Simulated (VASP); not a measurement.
Wanted: the native input for a VASP 6.6.1 run.

| Item | Value |
| --- | --- |
| Task | single point |
| Functional | r2SCAN |
| Dispersion | rVV10 |
| Potentials or basis | VASP PAW PBE potentials, release 64 (Mo_sv, S) |
| Cutoff | 520 eV |
| k mesh | 10 × 10 × 2 |
| Occupations | fermi-dirac, width 0.05 eV |
| Spin | no spin polarisation |
| Dipole correction | no |
| Further INCAR settings | ALGO = Normal; EDIFF = 1e-06; NBANDS = 35 |

MoS2, a slab with vacuum:

```
CELL_PARAMETERS angstrom
3.17252 0.00000 0.00000
-1.58626 2.74748 0.00000
0.00000 0.00000 21.28289
ATOMIC_POSITIONS crystal
Mo 0.33333 0.66667 0.85365
Mo 0.66667 0.33333 0.14635
S 0.66667 0.33333 0.78057
S 0.33333 0.66667 0.07324
S 0.66667 0.33333 0.92676
S 0.33333 0.66667 0.21943
```

One way to write it, as run:

POSCAR

```
MoS2
1.0
    3.1725182099      0.0000000000      0.0000000000
   -1.5862591049      2.7474813637      0.0000000000
    0.0000000000      0.0000000000     21.2828884651
Mo S
2 4
Direct
    0.3333333333      0.6666666667      0.8536482759
    0.6666666667      0.3333333333      0.1463517241
    0.6666666667      0.3333333333      0.7805716028
    0.3333333333      0.6666666667      0.0732397061
    0.6666666667      0.3333333333      0.9267602939
    0.3333333333      0.6666666667      0.2194283972
```

INCAR.step1

```
SYSTEM = MoS2
PREC = Accurate
ENCUT = 520
ISMEAR = -1
SIGMA = 0.05
LREAL = .FALSE.
LASPH = .TRUE.
NELM = 100
NBANDS = 35
GGA = PE
ALGO = Normal
EDIFF = 1E-4
LWAVE = .TRUE.
LCHARG = .FALSE.
```

INCAR.step2

```
SYSTEM = MoS2
PREC = Accurate
ENCUT = 520
EDIFF = 1E-6
ISMEAR = -1
SIGMA = 0.05
LREAL = .FALSE.
LASPH = .TRUE.
NELM = 100
ALGO = Normal
ISIF = 2
LWAVE = .FALSE.
LCHARG = .TRUE.
METAGGA = R2SCAN
LMIXTAU = .TRUE.
LUSE_VDW = .TRUE.
IVDW_NL = 2
BPARAM = 11.95
CPARAM = 0.0093
LELF = .TRUE.
LVHAR = .TRUE.
NBANDS = 35
ISTART = 1
```

KPOINTS

```
regular mesh
0
G
  10 10 2
  0 0 0
```

Potentials or basis: VASP PAW PBE potentials, release 64 (Mo_sv, S).

The run is started by

```console
$ cat potpaw_PBE.64/Mo_sv/POTCAR potpaw_PBE.64/S/POTCAR > POTCAR
$ cp INCAR.step1 INCAR
$ mpirun -np 1 vasp_std > vasp.out
$ cp INCAR.step2 INCAR
$ mpirun -np 1 vasp_std > vasp.out
```

It gave:

```yaml
Largest_force: 0.018 eV/Å
Band_gap_on_the_k_mesh: 1.45 eV, indirect (least direct gap 2.04 eV)
```

Caveat: the PAW data sets were made with another functional, which shifts forces and pressure a little.

It took 7.6 min on 1 thread of Intel(R) Xeon(R) 6975P-C (Granite Rapids), on a shared host, peak memory 0.73 GiB.
